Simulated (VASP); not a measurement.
The system is LiCl.

```
Li Cl
1.0
     0.00000    2.57000    2.57000
     2.57000    0.00000    2.57000
     2.57000    2.57000    0.00000
Li Cl
1 1
Direct
  0.00000 0.00000 0.00000
  0.50000 0.50000 0.50000
```

Base run:

- Program: VASP 6.6.1
- Functional: PBE
- Potentials or basis: VASP PAW PBE potentials, release 64 (Li_sv, Cl)
- Cutoff: 750 eV
- k mesh: 8 × 8 × 8
- Occupations: gaussian, width 0.01 eV
- Spin: no spin polarisation

Its results: band gap on the k mesh 6.30 eV, direct; pressure 0.1 GPa.

Task: After a change of settings the same cell gave: band gap on the k mesh 6.21 eV, direct; pressure 5.4 GPa. Which change was it?
A. k mesh from 8 × 8 × 8 to 2 × 2 × 2
B. k mesh from 8 × 8 × 8 to 4 × 4 × 4
C. k mesh from 8 × 8 × 8 to 6 × 6 × 6

Result: A.

Caveats: some runs use coarse meshes.
